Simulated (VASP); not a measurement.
# Al2Cu (Ibam) in VASP: notebook

Runs on Al2Cu. Level: PBEsol. Tasks: single point.

All numbers are computed with VASP 6.6.1; they aren't measurements. Logs are shortened: lines on timing, memory, paths and dates and some standing lists are left out, and cuts for length are marked.

**1. The cell of the first run**

Symmetry: Ibam, No. 72, orthorhombic system. The conventional cell has a = 5.993 Å, b = 5.993 Å, c = 4.828 Å, α = 90.00°, β = 90.00°, γ = 90.00°. Al (site symmetry m) has 4 Cu at 2.31 to 2.81 Å and 7 Al at 2.77 to 3.07 Å within 3.1 Å. Cu (site symmetry 222) has 8 Al at 2.31 to 2.81 Å and 2 Cu at 2.41 Å within 3.1 Å.

**2. Single point, PBEsol (atoms displaced along a vibrational mode)**

The input, INCAR:

```
SYSTEM = Al2Cu
ALGO = Fast ; EDIFF = 1E-6
ENCUT = 520 ; GGA = PS
ISIF = 2 ; ISMEAR = 0
LASPH = .True. ; LCHARG = .True.
LELF = .True. ; LREAL = .False.
LVHAR = .True. ; LWAVE = .False.
NBANDS = 26 ; NELM = 60
PREC = Accurate ; SIGMA = 0.15
```

The input, KPOINTS:

```
k-points
0
Gamma
  12 12 12
  0 0 0
```

The input, POSCAR:

```
Al2Cu
1.0
   -2.9965506923      2.9965506923      2.4139243086
    2.9965506923     -2.9965506923      2.4139243086
    2.9965506923      2.9965506923     -2.4139243086
Al Cu
4 2
Direct
    0.1239239217      0.6947159943      0.8186399160
    0.6239239217      0.8052840057      0.4292079273
    0.8760760783      0.3052840057      0.1813600840
    0.3760760783      0.1947159943      0.5707920727
    0.7500000000      0.7500000000      0.0000000000
    0.2500000000      0.2500000000      0.0000000000
```

Potentials or basis: VASP PAW PBE potentials, release 64 (Al, Cu).

Command:

```bash
$ cat potpaw_PBE.64/Al/POTCAR potpaw_PBE.64/Cu/POTCAR > POTCAR
$ mpirun -np 1 vasp_std > vasp.out
```

OUTCAR:

```text
SYSTEM = Al2Cu
   EDIFF = 1E-6
   ENCUT = 520
   GGA = PS
   ISIF = 2
   ISMEAR = 0
   LASPH = .True.
   LREAL = .False.
   NELM = 60
   PREC = Accurate

 ion  position               nearest neighbor table
   1  0.124  0.695  0.819-   5 2.31   6 2.31   3 2.77   6 2.81   5 2.81   4 2.83   4 2.83   3 2.92
                             3 2.92   2 3.07   2 3.07   4 3.36   4 3.36   2 3.36   2 3.36
   2  0.624  0.805  0.429-   5 2.31   6 2.31   4 2.77   6 2.81   5 2.81   3 2.83   3 2.83   4 2.92
                             4 2.92   1 3.07   1 3.07   3 3.36   3 3.36   1 3.36   1 3.36
   3  0.876  0.305  0.181-   6 2.31   5 2.31   1 2.77   5 2.81   6 2.81   2 2.83   2 2.83   1 2.92
                             1 2.92   4 3.07   4 3.07   2 3.36   2 3.36   4 3.36   4 3.36
   4  0.376  0.195  0.571-   6 2.31   5 2.31   2 2.77   5 2.81   6 2.81   1 2.83   1 2.83   2 2.92
                             2 2.92   3 3.07   3 3.07   1 3.36   1 3.36   3 3.36   3 3.36
   5  0.750  0.750  0.000-   2 2.31   4 2.31   1 2.31   3 2.31   6 2.41   6 2.41   3 2.81   1 2.81
                             4 2.81   2 2.81
   6  0.250  0.250  0.000-   4 2.31   2 2.31   3 2.31   1 2.31   5 2.41   5 2.41   1 2.81   3 2.81
                             2 2.81   4 2.81

  LATTYP: Found a body centered tetragonal cell.
 ALAT       =     5.9931013846
 C/A-ratio  =     0.8055676531

  Lattice vectors:

 A1 = (  -2.9965506923,   2.9965506923,   2.4139243086)
 A2 = (   2.9965506923,  -2.9965506923,   2.4139243086)
 A3 = (   2.9965506923,   2.9965506923,  -2.4139243086)

Analysis of symmetry for initial positions (statically):
=====================================================================
 Subroutine PRICEL returns:
 Original cell was already a primitive cell.

 Routine SETGRP: Setting up the symmetry group for a
 body centered tetragonal supercell.

 Subroutine GETGRP returns: Found  8 space group operations
 (whereof  4 operations were pure point group operations)
 out of a pool of 16 trial point group operations.

The static configuration has the point symmetry C_2h.
 The point group associated with its full space group is D_2h.

Analysis of symmetry for dynamics (positions and initial velocities):
=====================================================================
 Subroutine PRICEL returns:
 Original cell was already a primitive cell.

 Routine SETGRP: Setting up the symmetry group for a
 body centered tetragonal supercell.

 Subroutine GETGRP returns: Found  8 space group operations
 (whereof  4 operations were pure point group operations)
 out of a pool of 16 trial point group operations.

The dynamic configuration has the point symmetry C_2h.
 The point group associated with its full space group is D_2h.

 Subroutine INISYM returns: Found  8 space group operations
 (whereof  4 operations are pure point group operations),
 and found     1 'primitive' translations

----------------------------------------------------------------------------------------

                                     Primitive cell

  volume of cell :      86.7016

  direct lattice vectors                    reciprocal lattice vectors
    -2.996550692  2.996550692  2.413924309     0.000000000  0.166858515  0.207131598
     2.996550692 -2.996550692  2.413924309     0.166858515  0.000000000  0.207131598
     2.996550692  2.996550692 -2.413924309     0.166858515  0.166858515  0.000000000

  length of vectors
     4.877054713  4.877054713  4.877054713     0.265979817  0.265979817  0.235973576

  position of ions in fractional coordinates (direct lattice)
     0.123923922  0.694715994  0.818639916
     0.623923922  0.805284006  0.429207927
     0.876076078  0.305284006  0.181360084
     0.376076078  0.194715994  0.570792073
     0.750000000  0.750000000  0.000000000
     0.250000000  0.250000000  0.000000000

  ion indices of the primitive-cell ions
   primitive index   ion index
                 1           1
                 2           2
                 3           3
                 4           4
                 5           5
                 6           6

----------------------------------------------------------------------------------------

 KPOINTS: k-points

Automatic generation of k-mesh.
 Grid dimensions read from file:
 generate k-points for:   12   12   12

 Generating k-lattice:

  Cartesian coordinates                     Fractional coordinates (reciprocal lattice)
     0.000000000  0.013904876  0.017260967     0.083333333 -0.000000000  0.000000000
     0.013904876  0.000000000  0.017260967    -0.000000000  0.083333333  0.000000000
     0.013904876  0.013904876  0.000000000     0.000000000  0.000000000  0.083333333

  Length of vectors
     0.022164985  0.022164985  0.019664465

  Shift w.r.t. Gamma in fractional coordinates (k-lattice)
     0.000000000  0.000000000  0.000000000

 Subroutine IBZKPT returns following result:
 ===========================================

 Found    280 irreducible k-points:

 Following reciprocal coordinates:
            Coordinates               Weight
  0.000000  0.000000  0.000000      1.000000
  0.083333 -0.000000  0.000000      4.000000
  0.083333 -0.000000 -0.083333      4.000000
  0.166667 -0.000000  0.000000      4.000000
  0.166667 -0.000000 -0.166667      4.000000
  0.250000 -0.000000  0.000000      4.000000
[... 16 lines left out ...]
  0.500000  0.083333  0.000000      8.000000
 -0.416667  0.000000  0.500000      8.000000
 [... further k-points ...]
   k-points           NKPTS =    280   k-points in BZ     NKDIM =    280   number of bands    NBANDS=     26
   number of dos      NEDOS =    301   number of ions     NIONS =      6
   total plane-waves  NPLWV =  46656
   dimension x,y,z NGX =    36 NGY =   36 NGZ =   36
   dimension x,y,z NGXF=    72 NGYF=   72 NGZF=   72
   ions per type =               4   2
   NGX,Y,Z   is equivalent  to a cutoff of  12.27, 12.27, 12.27 a.u.
   NGXF,Y,Z  is equivalent  to a cutoff of  24.54, 24.54, 24.54 a.u.
 SYSTEM =  Al2Cu
   PREC   = accura    normal or accurate (medium, high low for compatibility)
   ISTART =      0    job   : 0-new  1-cont  2-samecut
   ICHARG =      2    charge: 1-file 2-atom 10-const
   ISPIN  =      1    spin polarized calculation?
   LNONCOLLINEAR =      F non collinear calculations
   LSORBIT =      F    spin-orbit coupling
   LASPH  =      T    aspherical Exc in radial PAW
   ENCUT  =  520.0 eV  38.22 Ry    6.18 a.u.   9.07  9.07  9.07*2*pi/ulx,y,z
   NELM   =     60;   NELMIN=  2; NELMDL= -5     # of ELM steps
   EDIFF  = 0.1E-05   stopping-criterion for ELM
   LREAL  =      F    real-space projection
   EDIFFG = 0.1E-04   stopping-criterion for IOM
   NSW    =      0    number of steps for IOM
   IBRION =     -1    ionic relax: 0-MD 1-quasi-New 2-CG
   NFREE  =      0    steps in history (QN), initial steepest desc. (CG)
   ISIF   =      2    stress and relaxation
   ISYM   =      2    0-nonsym 1-usesym 2-fastsym
   POTIM  = 0.5000    time-step for ionic-motion
   TEBEG  =    0.0;   TEEND  =   0.0 temperature during run
   PSTRESS=    0.0 pullay stress
   NELECT =      34.0000    total number of electrons
   NUPDOWN=      -1.0000    fix difference up-down
   EMIN   =  10.00;   EMAX   =-10.00  energy-range for DOS
   EFERMI =   0.00;   METHOD = LEGACY
   ISMEAR =     0;   SIGMA  =   0.15  broadening in eV -4-tet -1-fermi 0-gaus
   EFERMI_NEDOS =   21; number of points for ismear=-14 and -15
   IALGO  =     68    algorithm
   IMIX   =      4    mixing-type and parameters
     AMIX     =   0.40;   BMIX     =  1.00
     AMIX_MAG =   1.60;   BMIX_MAG =  1.00
  volume/ion in A,a.u.               =      14.45        97.52
  Fermi-wavevector in a.u.,A,eV,Ry     =   1.198281  2.264424 19.536312  1.435878
  Thomas-Fermi vector in A             =   2.334174
   LORBIT       =      0    0 simple, 1 ext, 2 COOP (PROOUT), +10 PAW based schemes
   GGA     = PS    functional components
   LHFCALC =     F    Hartree Fock is set to
   AEXX    =    0.0000 exact exchange contribution
   IVDW    =     0    specifies the selected vdW correction
   LEPSILON=     F    determine dielectric tensor
   LRPA    =     F    only Hartree local field effects (RPA)
 non-spin polarized calculation
 RMM-DIIS sequential band-by-band and
 Gauss-broadening in eV      SIGMA  =   0.15
  energy-cutoff  :      520.00
  volume of cell :       86.70
 maximum number of plane-waves:      2376
   NGX = 19   NGY = 19   NGZ = 19

 number of electron      34.0000009 magnetization

 Free energy of the ion-electron system (eV)
  ---------------------------------------------------
  ext. energy  EPLUGINS =         0.00000000
  ---------------------------------------------------
  free energy    TOTEN  =       -24.80564694 eV

  energy without entropy =      -24.78218538  energy(sigma->0) =      -24.79391616

 E-fermi :   8.2333     XC(G=0): -11.0448

 val. band max:        8.2246878984   @ k =  -0.1667   0.0000   0.3333
 cond. band min:       8.2395446937   @ k =  -0.4167   0.2500   0.0833
 fundamental gap:      0.0148567953
 Fermi energy:         8.2333084539

 k-point     1 :       0.0000    0.0000    0.0000
  band No.  band energies     occupation
      1      -2.7978      2.00000
      2       2.3814      2.00000
      3       2.6112      2.00000
      4       2.6556      2.00000
      5       2.9655      2.00000
      6       3.5722      2.00000
[... 18 lines left out ...]
     25      13.8421      0.00000
     26      13.9773      0.00000

 k-point     2 :       0.0833   -0.0000    0.0000
  band No.  band energies     occupation
      1      -2.7242      2.00000
      2       2.3804      2.00000
      3       2.5928      2.00000
      4       2.6788      2.00000
      5       2.9580      2.00000
      6       3.5231      2.00000
[... 18 lines left out ...]
     25      13.0941      0.00000
     26      15.1581      0.00000

 k-point     3 :       0.0833   -0.0000   -0.0833
  band No.  band energies     occupation
      1      -2.7236      2.00000
      2       2.3722      2.00000
      3       2.6188      2.00000
      4       2.6691      2.00000
      5       2.9690      2.00000
      6       3.5367      2.00000
[... 18 lines left out ...]
     25      13.9245      0.00000
     26      14.0222      0.00000

 k-point     4 :       0.1667   -0.0000    0.0000
  band No.  band energies     occupation
      1      -2.5042      2.00000
      2       2.3773      2.00000
      3       2.5433      2.00000
      4       2.7475      2.00000
      5       2.8604      2.00000
      6       3.3990      2.00000
[... 18 lines left out ...]
     25      13.3316      0.00000
     26      14.9562      0.00000

 k-point     5 :       0.1667   -0.0000   -0.1667
  band No.  band energies     occupation
      1      -2.5018      2.00000
      2       2.3188      2.00000
      3       2.6421      2.00000
      4       2.7001      2.00000
      5       2.9794      2.00000
      6       3.4273      2.00000
[... 18 lines left out ...]
     25      14.1521      0.00000
     26      14.1706      0.00000

 k-point     6 :       0.2500   -0.0000    0.0000
  band No.  band energies     occupation
      1      -2.1396      2.00000
      2       2.3718      2.00000
      3       2.3883      2.00000
      4       2.4823      2.00000
      5       2.8595      2.00000
      6       3.3531      2.00000
[... 427 lines left out ...]
 k-point    21 :       0.4167    0.0833    0.0000
  band No.  band energies     occupation
      1      -0.4943      2.00000
      2       0.1365      2.00000
      3       2.1098      2.00000
      4       2.4381      2.00000
      5       3.3405      2.00000
      6       3.4823      2.00000
[... 18 lines left out ...]
     25      14.9665      0.00000
     26      15.3676      0.00000

 k-point    22 :       0.5000   -0.0000   -0.4167
  band No.  band energies     occupation
      1      -0.4860      2.00000
      2       0.1495      2.00000
      3       2.2814      2.00000
      4       2.6381      2.00000
      5       3.0219      2.00000
      6       3.1473      2.00000
[... 18 lines left out ...]
     25      14.7796      0.00000
     26      15.1395      0.00000

 k-point    23 :       0.5000    0.0833    0.0000
  band No.  band energies     occupation
      1      -0.6695      2.00000
      2       0.3353      2.00000
      3       2.0671      2.00000
      4       2.4215      2.00000
      5       3.1422      2.00000
      6       3.5572      2.00000
[... 18 lines left out ...]
     25      14.6172      0.00000
     26      14.9685      0.00000

 k-point    24 :      -0.4167    0.0000    0.5000
  band No.  band energies     occupation
      1      -0.6533      2.00000
      2       0.3378      2.00000
      3       2.1756      2.00000
      4       2.6937      2.00000
      5       2.9550      2.00000
      6       3.1519      2.00000
[... 18 lines left out ...]
     25      14.5079      0.00000
     26      14.9498      0.00000

 [... further k-points ...]

------------------------ aborting loop because EDIFF is reached ----------------------------------------

  FORCE on cell =-STRESS in cart. coord.  units (eV):
  Direction    XX          YY          ZZ          XY          YZ          ZX
  --------------------------------------------------------------------------------------
  -------------------------------------------------------------------------------------
  Total        9.1818537     -1.2435344      4.2249422     -0.0000000      0.0000000      0.0000000
  in kB      169.6735129    -22.9795488     78.0736458     -0.0000000      0.0000000      0.0000000
  external PRESSURE =      74.9225366 kB  Pullay stress =       0.0000000 kB

 VOLUME and BASIS-vectors are now :
 -----------------------------------------------------------------------------
  energy-cutoff  :      520.00
  volume of cell :       86.70
      direct lattice vectors                 reciprocal lattice vectors
    -2.996550692  2.996550692  2.413924309     0.000000000  0.166858515  0.207131598
     2.996550692 -2.996550692  2.413924309     0.166858515  0.000000000  0.207131598
     2.996550692  2.996550692 -2.413924309     0.166858515  0.166858515  0.000000000

 POSITION                                       TOTAL-FORCE (eV/Angst)
 -----------------------------------------------------------------------------------
      4.16350      0.74269     -0.00000        -1.928440      1.111574     -0.000000
      1.82960      0.74269      2.41392         1.928440      1.111574      0.000000
     -1.16695      2.25386      2.41392         1.928440     -1.111574      0.000000
      1.16695      2.25386     -0.00000        -1.928440     -1.111574      0.000000
      0.00000      0.00000      3.62089        -0.000000      0.000000      0.000000
      0.00000      0.00000      1.20696        -0.000000      0.000000     -0.000000
 -----------------------------------------------------------------------------------
    total drift:                                0.000000     -0.000000      0.000000

  FREE ENERGIE OF THE ION-ELECTRON SYSTEM (eV)
  ---------------------------------------------------
  free  energy   TOTEN  =       -24.8056469361 eV

  energy  without entropy=      -24.7821853759  energy(sigma->0) =      -24.79391616
```

Run time: 9.2 min. Hardware: 1 thread of AMD EPYC 9R45 (Zen 5), shared host; peak memory 0.58 GiB.

Results:

```
Free energy            : -24.8056 eV
Pressure               : 7.5 GPa
Largest force          : 2.226 eV/Å
Band gap on the k mesh : zero (bands 17 and 18 overlap by 3.03 eV)
```

Forces on the atoms (eV/Å):
```
Al  -1.928  1.112  0.000
Al   1.928  1.112  0.000
Al   1.928 -1.112  0.000
Al  -1.928 -1.112  0.000
Cu   0.000  0.000  0.000
Cu   0.000  0.000  0.000
```

Levels at points of the mesh, in eV from the Fermi level:
| k point | band 13 | band 14 | band 15 | band 16 | band 17 | band 18 | band 19 | band 20 | band 21 | band 22 |
| --- | --- | --- | --- | --- | --- | --- | --- | --- | --- | --- |
| (0.00, 0.00, 0.00) | -2.16 | -1.96 | -1.84 | -1.80 | -0.78 | -0.63 | -0.12 | 0.07 | 1.45 | 1.50 |
| (0.50, 0.00, 0.00) | -3.19 | -3.19 | -3.06 | -3.06 | 0.37 | 0.37 | 3.66 | 3.66 | 4.43 | 4.43 |
| (0.50, 0.00, 0.50) | -3.30 | -3.30 | -2.50 | -2.50 | 0.10 | 0.10 | 3.84 | 3.84 | 4.67 | 4.67 |
| (0.50, 0.50, 0.00) | -3.08 | -2.86 | -1.62 | -1.19 | -0.85 | -0.76 | 0.88 | 1.02 | 4.53 | 4.93 |
| (0.50, 0.50, 0.50) | -3.76 | -3.54 | -3.44 | -2.00 | 1.51 | 2.45 | 3.53 | 3.89 | 4.35 | 4.98 |

Caveat: the cell differs from its parent crystal (atoms displaced along a vibrational mode); the stress differs along the axes, from -2 to 17 GPa; the PAW data sets were made with another functional, which shifts forces and pressure a little.

**3. Single point, PBEsol (atoms displaced along a vibrational mode)**

The input, INCAR:

```
ALGO = Fast
EDIFF = 1E-6
ENCUT = 520
GGA = PS
ISIF = 2
ISMEAR = 0
LASPH = True
LCHARG = False
LREAL = False
LWAVE = False
NBANDS = 26
NELM = 100
PREC = Accurate
SIGMA = 0.15
```

The input, KPOINTS:

```
k-points
0
Gamma
  12 12 12
```

The input, POSCAR:

```
Al2Cu
1.0
   -2.9965506923      2.9965506923      2.4139243086
    2.9965506923     -2.9965506923      2.4139243086
    2.9965506923      2.9965506923     -2.4139243086
Al Cu
4 2
Direct
    0.1902914898      0.6283484262      0.8186399160
    0.6902914898      0.8716515738      0.5619430636
    0.8097085102      0.3716515738      0.1813600840
    0.3097085102      0.1283484262      0.4380569364
    0.7500000000      0.7500000000      0.0000000000
    0.2500000000      0.2500000000      0.0000000000
```

Potentials or basis: VASP PAW PBE potentials, release 64 (Al, Cu).

Command:

```bash
$ cat potpaw_PBE.64/Al/POTCAR potpaw_PBE.64/Cu/POTCAR > POTCAR
$ mpirun -np 1 vasp_std > vasp.out
```

Wall time 7.2 min (1 thread of AMD EPYC 9R45 (Zen 5), shared host); peak memory 0.57 GiB.

Results (log left out):

| Item | Value |
| --- | --- |
| Free energy | -25.1037 eV |
| Pressure | 5.6 GPa |
| Largest force | 1.882 eV/Å |
| Band gap on the k mesh | zero (bands 17 and 18 overlap by 3.25 eV) |

Forces on the atoms (eV/Å):
```
Al   0.980 -1.607  0.000
Al  -0.980 -1.607  0.000
Al  -0.980  1.607  0.000
Al   0.980  1.607  0.000
Cu   0.000  0.000  0.000
Cu   0.000  0.000  0.000
```

Stress tensor (GPa, compression positive):
```
-2.69  0.00  0.00
 0.00 13.76  0.00
 0.00  0.00  5.73
```

Levels at points of the mesh, in eV from the Fermi level:
```tsv
k point	band 15	band 16	band 17	band 18	band 19	band 20
(0.00, 0.00, 0.00)	-1.77	-1.72	-0.78	-0.71	-0.15	0.07
(0.50, 0.00, 0.00)	-2.50	-2.50	0.11	0.11	3.92	3.92
(0.50, 0.00, 0.50)	-3.01	-3.01	0.36	0.36	3.72	3.72
(0.50, 0.50, 0.00)	-1.60	-1.22	-0.81	-0.78	0.87	1.08
(0.50, 0.50, 0.50)	-3.39	-1.96	1.69	2.49	3.50	3.96
```

Caveat: the cell differs from its parent crystal (atoms displaced along a vibrational mode); the stress differs along the axes, from -3 to 14 GPa; the PAW data sets were made with another functional, which shifts forces and pressure a little.
